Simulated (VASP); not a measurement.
# MgS (I4/mcm) in VASP: a series of runs

Runs on MgS. Level: PBE. Tasks: single point.

All numbers are computed with VASP 6.6.1; they aren't measurements. Logs are shortened: lines on timing, memory, paths and dates and some standing lists are left out, and cuts for length are marked.

## 1. The cell of the first run

It takes space group I4/mcm (No. 140, tetragonal). Conventional cell: a = 7.115 Å, b = 7.115 Å, c = 6.214 Å, α = 90.00°, β = 90.00°, γ = 90.00°. Within 3.1 Å of Mg (site symmetry -42m) lie 4 S at 2.38 Å. Mg (site symmetry 422) has 8 S at 3.04 Å and 6 Mg at 3.11 to 3.56 Å within 4.0 Å. S (site symmetry m2m) has 6 Mg at 2.38 to 3.04 Å within 3.1 Å.

## 2. Single point, PBE

File INCAR:

```
PREC = Accurate
ENCUT = 520
EDIFF = 1E-6
ISMEAR = 1
SIGMA = 0.016
LREAL = F
LASPH = T
NELM = 100
ALGO = Normal
ISIF = 2
LWAVE = F
LCHARG = F
GGA = PE
NBANDS = 26
```

File KPOINTS:

```
Automatic mesh
0
Gamma
  6 6 6
```

File POSCAR:

```
MgS
1.0
   -3.5574340000      3.5574340000      3.1069300000
    3.5574340000     -3.5574340000      3.1069300000
    3.5574340000      3.5574340000     -3.1069300000
Mg S
4 4
Direct
    0.7500000000      0.2500000000      0.5000000000
    0.2500000000      0.7500000000      0.5000000000
    0.2500000000      0.2500000000      0.0000000000
    0.7500000000      0.7500000000      0.0000000000
    0.6790000000      0.1790000000      0.8580000000
    0.1790000000      0.3210000000      0.5000000000
    0.3210000000      0.8210000000      0.1420000000
    0.8210000000      0.6790000000      0.5000000000
```

Potentials or basis: VASP PAW PBE potentials, release 64 (Mg, S).

Started as:

```sh
cat potpaw_PBE.64/Mg/POTCAR potpaw_PBE.64/S/POTCAR > POTCAR
mpirun -np 1 vasp_std > vasp.out
```

OUTCAR:

```text
PREC = Accurate
   ENCUT = 520
   EDIFF = 1E-6
   ISMEAR = 1
   LREAL = F
   LASPH = T
   NELM = 100
   ISIF = 2
   GGA = PE

 ion  position               nearest neighbor table
   1  0.750  0.250  0.500-   5 2.38   7 2.38   6 2.38   8 2.38   2 3.11   2 3.11   4 3.56   4 3.56
                             3 3.56   3 3.56
   2  0.250  0.750  0.500-   7 2.38   5 2.38   6 2.38   8 2.38   1 3.11   1 3.11   4 3.56   3 3.56
                             4 3.56   3 3.56
   3  0.250  0.250  0.000-   7 3.04   5 3.04   6 3.04   6 3.04   8 3.04   8 3.04   7 3.04   5 3.04
                             4 3.11   4 3.11   2 3.56   1 3.56   1 3.56   2 3.56
   4  0.750  0.750  0.000-   7 3.04   5 3.04   8 3.04   8 3.04   6 3.04   6 3.04   5 3.04   7 3.04
                             3 3.11   3 3.11   1 3.56   2 3.56   1 3.56   2 3.56
   5  0.679  0.179  0.858-   1 2.38   2 2.38   3 3.04   4 3.04   3 3.04   4 3.04
   6  0.179  0.321  0.500-   1 2.38   2 2.38   4 3.04   3 3.04   3 3.04   4 3.04
   7  0.321  0.821  0.142-   2 2.38   1 2.38   3 3.04   4 3.04   3 3.04   4 3.04
   8  0.821  0.679  0.500-   1 2.38   2 2.38   3 3.04   4 3.04   4 3.04   3 3.04

  LATTYP: Found a body centered tetragonal cell.
 ALAT       =     7.1148680000
 C/A-ratio  =     0.8733626541

  Lattice vectors:

 A1 = (  -3.5574340000,   3.5574340000,   3.1069300000)
 A2 = (   3.5574340000,  -3.5574340000,   3.1069300000)
 A3 = (   3.5574340000,   3.5574340000,  -3.1069300000)

Analysis of symmetry for initial positions (statically):
=====================================================================
 Subroutine PRICEL returns:
 Original cell was already a primitive cell.

 Routine SETGRP: Setting up the symmetry group for a
 body centered tetragonal supercell.

 Subroutine GETGRP returns: Found 16 space group operations
 (whereof  8 operations were pure point group operations)
 out of a pool of 16 trial point group operations.

The static configuration has the point symmetry C_4h.
 The point group associated with its full space group is D_4h.

Analysis of symmetry for dynamics (positions and initial velocities):
=====================================================================
 Subroutine PRICEL returns:
 Original cell was already a primitive cell.

 Routine SETGRP: Setting up the symmetry group for a
 body centered tetragonal supercell.

 Subroutine GETGRP returns: Found 16 space group operations
 (whereof  8 operations were pure point group operations)
 out of a pool of 16 trial point group operations.

The dynamic configuration has the point symmetry C_4h.
 The point group associated with its full space group is D_4h.

 Subroutine INISYM returns: Found 16 space group operations
 (whereof  8 operations are pure point group operations),
 and found     1 'primitive' translations

----------------------------------------------------------------------------------------

                                     Primitive cell

  volume of cell :     157.2770

  direct lattice vectors                    reciprocal lattice vectors
    -3.557434000  3.557434000  3.106930000     0.000000000  0.140550745  0.160930565
     3.557434000 -3.557434000  3.106930000     0.140550745  0.000000000  0.160930565
     3.557434000  3.557434000 -3.106930000     0.140550745  0.140550745  0.000000000

  length of vectors
     5.913010008  5.913010008  5.913010008     0.213665998  0.213665998  0.198768770

  position of ions in fractional coordinates (direct lattice)
     0.750000000  0.250000000  0.500000000
     0.250000000  0.750000000  0.500000000
     0.250000000  0.250000000  0.000000000
     0.750000000  0.750000000  0.000000000
     0.679000000  0.179000000  0.858000000
     0.179000000  0.321000000  0.500000000
     0.321000000  0.821000000  0.142000000
     0.821000000  0.679000000  0.500000000

  ion indices of the primitive-cell ions
   primitive index   ion index
                 1           1
                 2           2
                 3           3
                 4           4
                 5           5
                 6           6
                 7           7
                 8           8

----------------------------------------------------------------------------------------

 KPOINTS: Automatic mesh

Automatic generation of k-mesh.
 Grid dimensions read from file:
 generate k-points for:    6    6    6

 Generating k-lattice:

  Cartesian coordinates                     Fractional coordinates (reciprocal lattice)
     0.000000000  0.023425124  0.026821761     0.166666667  0.000000000  0.000000000
     0.023425124  0.000000000  0.026821761     0.000000000  0.166666667  0.000000000
     0.023425124  0.023425124  0.000000000     0.000000000  0.000000000  0.166666667

  Length of vectors
     0.035611000  0.035611000  0.033128128

  Shift w.r.t. Gamma in fractional coordinates (k-lattice)
     0.000000000  0.000000000  0.000000000

 Subroutine IBZKPT returns following result:
 ===========================================

 Found     30 irreducible k-points:

 Following reciprocal coordinates:
            Coordinates               Weight
  0.000000  0.000000  0.000000      1.000000
  0.166667 -0.000000  0.000000      8.000000
  0.333333  0.000000  0.000000      8.000000
  0.500000 -0.000000  0.000000      4.000000
  0.166667  0.166667  0.000000      8.000000
  0.333333  0.166667  0.000000     16.000000
[... 16 lines left out ...]
 -0.333333 -0.333333  0.166667      8.000000
 -0.166667 -0.333333  0.166667      8.000000
 [... further k-points ...]
   k-points           NKPTS =     30   k-points in BZ     NKDIM =     30   number of bands    NBANDS=     26
   number of dos      NEDOS =    301   number of ions     NIONS =      8
   total plane-waves  NPLWV = 110592
   dimension x,y,z NGX =    48 NGY =   48 NGZ =   48
   dimension x,y,z NGXF=    96 NGYF=   96 NGZF=   96
   ions per type =               4   4
   NGX,Y,Z   is equivalent  to a cutoff of  13.50, 13.50, 13.50 a.u.
   NGXF,Y,Z  is equivalent  to a cutoff of  26.99, 26.99, 26.99 a.u.
 SYSTEM =  unknown system
   PREC   = accura    normal or accurate (medium, high low for compatibility)
   ISTART =      0    job   : 0-new  1-cont  2-samecut
   ICHARG =      2    charge: 1-file 2-atom 10-const
   ISPIN  =      1    spin polarized calculation?
   LNONCOLLINEAR =      F non collinear calculations
   LSORBIT =      F    spin-orbit coupling
   LASPH  =      T    aspherical Exc in radial PAW
   ENCUT  =  520.0 eV  38.22 Ry    6.18 a.u.  10.99 10.99 10.99*2*pi/ulx,y,z
   NELM   =    100;   NELMIN=  2; NELMDL= -5     # of ELM steps
   EDIFF  = 0.1E-05   stopping-criterion for ELM
   LREAL  =      F    real-space projection
   EDIFFG = 0.1E-04   stopping-criterion for IOM
   NSW    =      0    number of steps for IOM
   IBRION =     -1    ionic relax: 0-MD 1-quasi-New 2-CG
   NFREE  =      0    steps in history (QN), initial steepest desc. (CG)
   ISIF   =      2    stress and relaxation
   ISYM   =      2    0-nonsym 1-usesym 2-fastsym
   POTIM  = 0.5000    time-step for ionic-motion
   TEBEG  =    0.0;   TEEND  =   0.0 temperature during run
   PSTRESS=    0.0 pullay stress
   NELECT =      32.0000    total number of electrons
   NUPDOWN=      -1.0000    fix difference up-down
   EMIN   =  10.00;   EMAX   =-10.00  energy-range for DOS
   EFERMI =   0.00;   METHOD = LEGACY
   ISMEAR =     1;   SIGMA  =   0.02  broadening in eV -4-tet -1-fermi 0-gaus
   EFERMI_NEDOS =   21; number of points for ismear=-14 and -15
   IALGO  =     38    algorithm
   IMIX   =      4    mixing-type and parameters
     AMIX     =   0.40;   BMIX     =  1.00
     AMIX_MAG =   1.60;   BMIX_MAG =  1.00
  volume/ion in A,a.u.               =      19.66       132.67
  Fermi-wavevector in a.u.,A,eV,Ry     =   0.962875  1.819569 12.614338  0.927128
  Thomas-Fermi vector in A             =   2.092371
   LORBIT       =      0    0 simple, 1 ext, 2 COOP (PROOUT), +10 PAW based schemes
   GGA     = PE    functional components
   LHFCALC =     F    Hartree Fock is set to
   AEXX    =    0.0000 exact exchange contribution
   IVDW    =     0    specifies the selected vdW correction
   LEPSILON=     F    determine dielectric tensor
   LRPA    =     F    only Hartree local field effects (RPA)
 non-spin polarized calculation
 Methfessel and Paxton  Order N= 1 SIGMA  =   0.02
  energy-cutoff  :      520.00
  volume of cell :      157.28
 maximum number of plane-waves:      4280
 NGX is ok and might be reduce to    48
   NGX = 21   NGY = 21   NGZ = 21

 number of electron      32.0000001 magnetization

 Free energy of the ion-electron system (eV)
  ---------------------------------------------------
  ext. energy  EPLUGINS =         0.00000000
  ---------------------------------------------------
  free energy    TOTEN  =       -30.22908542 eV

  energy without entropy =      -30.22911131  energy(sigma->0) =      -30.22909405

 E-fermi :   3.0546     XC(G=0):  -9.2485

 val. band max:        3.0462715355   @ k =   0.0000   0.0000   0.0000
 cond. band min:       3.6704286221   @ k =   0.0000   0.0000   0.0000
 fundamental gap:      0.6241570866
 Fermi energy:         3.0545861440

 k-point     1 :       0.0000    0.0000    0.0000
  band No.  band energies     occupation
      1      -9.2504      2.00000
      2      -7.9714      2.00000
      3      -7.6718      2.00000
      4      -7.6718      2.00000
      5      -0.1748      2.00000
      6       0.0115      2.00000
[... 18 lines left out ...]
     25      10.9229      0.00000
     26      10.9745      0.00000

 k-point     2 :       0.1667   -0.0000    0.0000
  band No.  band energies     occupation
      1      -9.1496      2.00000
      2      -7.9920      2.00000
      3      -7.7565      2.00000
      4      -7.7190      2.00000
      5      -0.4726      2.00000
      6      -0.4275      2.00000
[... 18 lines left out ...]
     25      10.1803      0.00000
[... 608 lines left out ...]
     25       9.7305      0.00000
     26      10.1651      0.00000

 k-point    24 :      -0.1667   -0.3333    0.1667
  band No.  band energies     occupation
      1      -8.7322      2.00000
      2      -8.1211      2.00000
      3      -7.9939      2.00000
      4      -7.9036      2.00000
      5      -0.9785      2.00000
      6      -0.7881      2.00000
[... 18 lines left out ...]
     25       9.7034      0.00000
     26       9.8878      0.00000

 [... further k-points ...]
[... 5 lines left out ...]
  --------------------------------------------------------------------------------------
  -------------------------------------------------------------------------------------
  Total       -3.6796159     -3.6796159      6.0697786      0.0000000      0.0000000     -0.0000000
  in kB      -37.4841702    -37.4841702     61.8327088      0.0000000      0.0000000     -0.0000000
  external PRESSURE =      -4.3785439 kB  Pullay stress =       0.0000000 kB

 VOLUME and BASIS-vectors are now :
 -----------------------------------------------------------------------------
  energy-cutoff  :      520.00
  volume of cell :      157.28
      direct lattice vectors                 reciprocal lattice vectors
    -3.557434000  3.557434000  3.106930000     0.000000000  0.140550745  0.160930565
     3.557434000 -3.557434000  3.106930000     0.140550745  0.000000000  0.160930565
     3.557434000  3.557434000 -3.106930000     0.140550745  0.140550745  0.000000000

 POSITION                                       TOTAL-FORCE (eV/Angst)
 -----------------------------------------------------------------------------------
      0.00000      3.55743      1.55347         0.000000     -0.000000     -0.000000
      3.55743      0.00000      1.55347         0.000000     -0.000000     -0.000000
      0.00000      0.00000      1.55347         0.000000      0.000000     -0.000000
      0.00000      0.00000      4.66040         0.000000     -0.000000     -0.000000
      1.27356      4.83100      0.00000         0.793536      0.793536      0.000000
      2.28387      1.27356      0.00000        -0.793536      0.793536     -0.000000
      2.28387     -1.27356      3.10693        -0.793536     -0.793536     -0.000000
      1.27356      2.28387      3.10693         0.793536     -0.793536     -0.000000
 -----------------------------------------------------------------------------------
    total drift:                               -0.000000     -0.000000      0.000000

  FREE ENERGIE OF THE ION-ELECTRON SYSTEM (eV)
  ---------------------------------------------------
  free  energy   TOTEN  =       -30.2290854250 eV

  energy  without entropy=      -30.2291113118  energy(sigma->0) =      -30.22909405
```

Run time: 79 s. Hardware: 1 thread of AMD EPYC 9R45 (Zen 5), shared host; peak memory 0.34 GiB.

What came out:

```
Free energy            : -30.2291 eV
Pressure               : -0.4 GPa
Largest force          : 1.122 eV/Å
Band gap on the k mesh : 0.62 eV, direct
```

Forces on the atoms (eV/Å):
```
Mg   0.000  0.000  0.000
Mg   0.000  0.000  0.000
Mg   0.000  0.000  0.000
Mg   0.000  0.000  0.000
S    0.794  0.794  0.000
S   -0.794  0.794  0.000
S   -0.794 -0.794  0.000
S    0.794 -0.794  0.000
```

Caveat: forces of over 1 eV/Å act on the atoms, so gaps and moduli don't describe the material at rest. Expect the measured gap to be larger: semilocal functionals such as PBE lack the derivative discontinuity.

## 3. Single point, PBE

File INCAR:

```
  ALGO = Normal
  EDIFF = 1E-6
  ENCUT = 520
  GGA = PE
  ISIF = 2
  ISMEAR = 1
  LASPH = True
  LCHARG = False
  LREAL = False
  LWAVE = False
  NBANDS = 26
  NELM = 100
  PREC = Accurate
  SIGMA = 0.016
```

File KPOINTS:

```
k-points
0
Gamma
  6 6 6
```

File POSCAR:

```
MgS
1.0
   -3.5574340000      3.5574340000      3.1069300000
    3.5574340000     -3.5574340000      3.1069300000
    3.5574340000      3.5574340000     -3.1069300000
Mg S
4 4
Direct
    0.7500000000      0.2500000000      0.5000000000
    0.2500000000      0.7500000000      0.5000000000
    0.2500000000      0.2500000000      0.0000000000
    0.7500000000      0.7500000000      0.0000000000
    0.6901234714      0.1901234714      0.8802469429
    0.1901234714      0.3098765286      0.5000000000
    0.3098765286      0.8098765286      0.1197530571
    0.8098765286      0.6901234714      0.5000000000
```

Potentials or basis: VASP PAW PBE potentials, release 64 (Mg, S).

Started as:

```sh
cat potpaw_PBE.64/Mg/POTCAR potpaw_PBE.64/S/POTCAR > POTCAR
mpirun -np 1 vasp_std > vasp.out
```

It took 2.4 min on 1 thread of Intel Xeon Platinum 8259CL at 2.50GHz (Skylake/Cascade Lake), shared host; peak memory 0.36 GiB.

Results (log left out):

| Property | Result |
| --- | --- |
| Free energy | -30.4681 eV |
| Pressure | -3.0 GPa |
| Largest force | 0.007 eV/Å |
| Band gap on the k mesh | 0.38 eV, direct |

Forces on the atoms (eV/Å):
```
Mg   0.000  0.000  0.000
Mg   0.000  0.000  0.000
Mg   0.000  0.000  0.000
Mg   0.000  0.000  0.000
S   -0.005 -0.005  0.000
S    0.005 -0.005  0.000
S    0.005  0.005  0.000
S   -0.005  0.005  0.000
```

Stress tensor (GPa, compression positive):
```
-6.72  0.00  0.00
 0.00 -6.72  0.00
 0.00  0.00  4.32
```

Levels at points of the mesh, in eV from the valence-band top:
| k point | band 13 | band 14 | band 15 | band 16 | band 17 | band 18 | band 19 | band 20 |
| --- | --- | --- | --- | --- | --- | --- | --- | --- |
| (0.00, 0.00, 0.00) | -0.63 | -0.63 | -0.51 | 0.00 | 0.38 | 1.06 | 4.40 | 5.55 |
| (0.50, 0.00, 0.00) | -1.18 | -1.18 | -0.75 | -0.75 | 2.48 | 2.48 | 4.52 | 4.52 |
| (0.50, 0.50, 0.00) | -1.21 | -0.81 | -0.44 | -0.41 | 2.49 | 3.15 | 3.76 | 4.32 |
| (0.50, 0.50, 0.50) | -0.53 | -0.50 | -0.50 | -0.47 | 2.88 | 4.39 | 4.46 | 4.46 |
